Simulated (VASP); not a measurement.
Set up this calculation in VASP 6.6.1, as the native input.

| Property | Result |
| --- | --- |
| Task | single point |
| Functional | PBE |
| Potentials or basis | VASP PAW PBE potentials, release 64 (B) |
| Cutoff | 520 eV |
| k mesh | 24 × 24 × 24 |
| Occupations | fermi-dirac, width 0.05 eV |
| Spin | no spin polarisation |
| Dipole correction | no |
| Further INCAR settings | ALGO = Normal; EDIFF = 1e-06; NBANDS = 8 |

The structure of B lies in POSCAR:

```
B
1.0
    0.0000000000      1.3077880098      1.3077880098
    1.3077880098      0.0000000000      1.3077880098
    1.3077880098      1.3077880098      0.0000000000
B
1
Direct
    0.0000000000      0.0000000000      0.0000000000
```

This cell differs from its parent crystal: volume scaled by 0.76.

The input as run:

INCAR

```
SYSTEM = B
PREC     = Accurate       ! precision mode
ENCUT    = 520            ! plane-wave cutoff, eV
EDIFF    = 1E-6           ! SCF threshold, eV
ISMEAR   = -1             ! smearing method
SIGMA    = 0.05           ! smearing width, eV
LREAL    = .False.        ! projectors in reciprocal space
LASPH    = .True.         ! aspherical terms in the spheres
NELM     = 80             ! most SCF steps
ALGO     = Normal         ! electronic algorithm
ISIF     = 2              ! what is computed and relaxed
LWAVE    = .False.        ! write WAVECAR
LCHARG   = .True.         ! write CHGCAR
GGA      = PE             ! functional
LELF     = .True.         ! ELF
LVHAR    = .True.       
NBANDS   = 8              ! bands
```

KPOINTS

```
regular mesh
0
Gamma
  24 24 24
  0 0 0
```

Potentials or basis: VASP PAW PBE potentials, release 64 (B).

Run with:

```bash
$ cat potpaw_PBE.64/B/POTCAR > POTCAR
$ mpirun -np 1 vasp_std > vasp.out
```

Results of the run:

| Property | Result |
| --- | --- |
| Pressure | 123.4 GPa |

It took 17 s on 1 thread of AMD EPYC 7R13, on a shared host, peak memory 0.08 GiB.
